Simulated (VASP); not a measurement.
# MgS (Fm-3m) in VASP: single point with PBE0

Aim: the single point of MgS with PBE0.

All numbers are computed with VASP 6.6.1; they aren't measurements. Logs are shortened: lines on timing, memory, paths and dates and some standing lists are left out, and cuts for length are marked.

### Step 1. The cell of the first run

The structure is cubic, space group Fm-3m (No. 225). The conventional cell has a = 5.305 Å, b = 5.305 Å, c = 5.305 Å, α = 90.00°, β = 90.00°, γ = 90.00°. S (site symmetry m-3m) has 6 Mg at 2.65 Å within 3.5 Å. Within 3.5 Å of Mg (site symmetry m-3m) lie 6 S at 2.65 Å.

### Step 2. Single point, PBE0

POSCAR reads:

```
MgS
1.0
    0.0000000000      2.6526756995      2.6526756995
    2.6526756995      0.0000000000      2.6526756995
    2.6526756995      2.6526756995      0.0000000000
S Mg
1 1
Direct
    0.5000000000      0.5000000000      0.5000000000
    0.0000000000      0.0000000000      0.0000000000
```

INCAR.step1 reads:

```
PREC = Accurate ; ENCUT = 620
EDIFF = 1E-5 ; ISMEAR = -1
SIGMA = 0.05 ; LREAL = False
LASPH = True ; NELM = 120
ALGO = Normal ; ISIF = 2
LWAVE = True ; LCHARG = False
NBANDS = 15 ; GGA = PE
GGA_COMPAT = False
```

INCAR.step2 reads:

```
PREC = Accurate ; ENCUT = 620
EDIFF = 1E-6 ; ISMEAR = -1
SIGMA = 0.05 ; LREAL = False
LASPH = True ; NELM = 120
ALGO = Normal ; ISIF = 2
LWAVE = False ; LCHARG = False
GGA = PE ; LHFCALC = True
AEXX = 0.25 ; PRECFOCK = Normal
NBANDS = 15 ; ISTART = 1
GGA_COMPAT = False
```

KPOINTS reads:

```
Automatic mesh
0
Gamma
  4 4 4
```

Potentials or basis: VASP PAW PBE potentials, release 64 (S, Mg_sv).

Run with:

```sh
> cat potpaw_PBE.64/S/POTCAR potpaw_PBE.64/Mg_sv/POTCAR > POTCAR
> cp INCAR.step1 INCAR
> mpirun -np 1 vasp_std > vasp.out
> cp INCAR.step2 INCAR
> mpirun -np 1 vasp_std > vasp.out
```

OUTCAR:

```text
PREC = Accurate
   ENCUT = 620
   EDIFF = 1E-6
   ISMEAR = -1
   LREAL = False
   LASPH = True
   NELM = 120
   ISIF = 2
   GGA = PE
   LHFCALC = True
   AEXX = 0.25
   PRECFOCK = Normal
   ISTART = 1

 ion  position               nearest neighbor table
   1  0.500  0.500  0.500-
   2  0.000  0.000  0.000-

  LATTYP: Found a face centered cubic cell.
 ALAT       =     5.3053513990

  Lattice vectors:

 A1 = (   0.0000000000,   2.6526756995,   2.6526756995)
 A2 = (   2.6526756995,   0.0000000000,   2.6526756995)
 A3 = (   2.6526756995,   2.6526756995,   0.0000000000)

Analysis of symmetry for initial positions (statically):
=====================================================================
 Subroutine PRICEL returns:
 Original cell was already a primitive cell.

 Routine SETGRP: Setting up the symmetry group for a
 face centered cubic supercell.

 Subroutine GETGRP returns: Found 48 space group operations
 (whereof 48 operations were pure point group operations)
 out of a pool of 48 trial point group operations.

The static configuration has the point symmetry O_h .

Analysis of symmetry for dynamics (positions and initial velocities):
=====================================================================
 Subroutine PRICEL returns:
 Original cell was already a primitive cell.

 Routine SETGRP: Setting up the symmetry group for a
 face centered cubic supercell.

 Subroutine GETGRP returns: Found 48 space group operations
 (whereof 48 operations were pure point group operations)
 out of a pool of 48 trial point group operations.

The dynamic configuration has the point symmetry O_h .

 Subroutine INISYM returns: Found 48 space group operations
 (whereof 48 operations are pure point group operations),
 and found     1 'primitive' translations

----------------------------------------------------------------------------------------

                                     Primitive cell

  volume of cell :      37.3321

  direct lattice vectors                    reciprocal lattice vectors
     0.000000000  2.652675700  2.652675700    -0.188488928  0.188488928  0.188488928
     2.652675700  0.000000000  2.652675700     0.188488928 -0.188488928  0.188488928
     2.652675700  2.652675700  0.000000000     0.188488928  0.188488928 -0.188488928

[... 80 lines left out ...]
   EFERMI =   0.00;   METHOD = LEGACY
   ISMEAR =    -1;   SIGMA  =   0.05  broadening in eV -4-tet -1-fermi 0-gaus
   EFERMI_NEDOS =   21; number of points for ismear=-14 and -15
   IALGO  =     38    algorithm
   IMIX   =      1    mixing-type and parameters
     AMIX     =   0.40;   BMIX     =  1.00
     AMIX_MAG =   1.60;   BMIX_MAG =  1.00
  volume/ion in A,a.u.               =      18.67       125.96
  Fermi-wavevector in a.u.,A,eV,Ry     =   1.234300  2.332488 20.728422  1.523496
  Thomas-Fermi vector in A             =   2.368995
   LORBIT       =      0    0 simple, 1 ext, 2 COOP (PROOUT), +10 PAW based schemes
   GGA     = PE    functional components
   LHFCALC =     T    Hartree Fock is set to
   PRECFOCK=normal    Normal, Fast or Accurate (Low or Medium for compatibility)
   ENCUT4O =  -1.0   cutoff for four orbital integrals eV
   NKREDX  =     1    reduce k-point grid by
   NKREDY  =     1    reduce k-point grid by
   NKREDZ  =     1    reduce k-point grid by
   AEXX    =    0.2500 exact exchange contribution
   HFSCREEN=    0.0000 screening length (either q_TF or 0.3 A-1)
   HFSCREENC=   0.0000 screening length for correlation (either q_TF or 0.3 A-1)
   ENCUTFOCK=  -1.0 apply spherical cutoff to Coloumb kernel
   IVDW    =     0    specifies the selected vdW correction
   LEPSILON=     F    determine dielectric tensor
   LRPA    =     F    only Hartree local field effects (RPA)
 non-spin polarized calculation
  energy-cutoff  :      620.00
  volume of cell :       37.33
 maximum number of plane-waves:      1363
  NGX = 24; NGY = 24; NGZ = 24

 number of electron      16.0000022 magnetization

 Free energy of the ion-electron system (eV)
  ---------------------------------------------------
  ext. energy  EPLUGINS =         0.00000000
  ---------------------------------------------------
  free energy    TOTEN  =       -10.46289195 eV

  energy without entropy =      -10.46289195  energy(sigma->0) =      -10.46289195

 E-fermi :   3.0939     XC(G=0):  -7.5770

 val. band max:        2.0530093794   @ k =   0.0000   0.0000   0.0000
 cond. band min:       6.4954427424   @ k =   0.5000   0.5000   0.0000
 fundamental gap:      4.4424333629
 Fermi energy:         3.0939197681

 k-point     1 :       0.0000    0.0000    0.0000
  band No.  band energies     occupation
      1     -77.7304      2.00000
      2     -42.6347      2.00000
      3     -42.6347      2.00000
      4     -42.6347      2.00000
      5     -11.5924      2.00000
      6       2.0530      2.00000
      7       2.0530      2.00000
      8       2.0530      2.00000
      9       7.1803      0.00000
     10      11.9435      0.00000
     11      11.9435      0.00000
     12      11.9435      0.00000
     13      14.4427      0.00000
     14      14.4427      0.00000
[... 113 lines left out ...]
      2     -42.6382      2.00000
      3     -42.6382      2.00000
      4     -42.6366      2.00000
      5      -9.9051      2.00000
      6      -1.2233      2.00000
      7      -1.2233      2.00000
      8      -0.2925      2.00000
      9       8.9888      0.00000
     10      11.8434      0.00000
     11      11.8434      0.00000
     12      11.9243      0.00000
     13      18.1735      0.00000
     14      18.1735      0.00000
     15      19.6431      0.00000

------------------------ aborting loop because EDIFF is reached ----------------------------------------

  FORCE on cell =-STRESS in cart. coord.  units (eV):
  Direction    XX          YY          ZZ          XY          YZ          ZX
  --------------------------------------------------------------------------------------
  -------------------------------------------------------------------------------------
  Total       -1.0238105     -1.0238105     -1.0238105      0.0000000      0.0000000      0.0000000
  in kB      -43.9387483    -43.9387483    -43.9387483      0.0000000      0.0000000      0.0000000
  external PRESSURE =     -43.9387483 kB  Pullay stress =       0.0000000 kB

 VOLUME and BASIS-vectors are now :
 -----------------------------------------------------------------------------
  energy-cutoff  :      620.00
  volume of cell :       37.33
      direct lattice vectors                 reciprocal lattice vectors
     0.000000000  2.652675700  2.652675700    -0.188488928  0.188488928  0.188488928
     2.652675700  0.000000000  2.652675700     0.188488928 -0.188488928  0.188488928
     2.652675700  2.652675700  0.000000000     0.188488928  0.188488928 -0.188488928

 POSITION                                       TOTAL-FORCE (eV/Angst)
 -----------------------------------------------------------------------------------
      2.65268      2.65268      2.65268         0.000000      0.000000     -0.000000
      0.00000      0.00000      0.00000        -0.000000     -0.000000      0.000000
 -----------------------------------------------------------------------------------
    total drift:                               -0.000000      0.000000     -0.000000

  FREE ENERGIE OF THE ION-ELECTRON SYSTEM (eV)
  ---------------------------------------------------
  free  energy   TOTEN  =       -10.4628919462 eV

  energy  without entropy=      -10.4628919461  energy(sigma->0) =      -10.46289195
```

Run time: 2.8 min. Hardware: 1 thread of AMD EPYC 9R45 (Zen 5), shared host; peak memory 0.14 GiB.

What came out:

| Item | Value |
| --- | --- |
| Free energy | -10.4629 eV |
| Pressure | -4.4 GPa |
| Band gap on the k mesh | 4.44 eV (least direct gap 5.13 eV) |

Levels at points of the mesh, in eV from the valence-band top:
```csv
k point,band 6,band 7,band 8,band 9,band 10,band 11
"(0.00, 0.00, 0.00)",0.00,0.00,0.00,5.13,9.89,9.89
"(0.50, 0.00, 0.00)",-4.97,-0.58,-0.58,6.22,8.76,8.76
"(0.50, 0.50, 0.00)",-4.30,-1.71,-1.71,4.44,6.24,13.72
```

Caveat: the k points lie up to 0.51 Å⁻¹ apart; the PAW data sets were made with another functional, which shifts forces and pressure a little. A k mesh can miss the band edges.
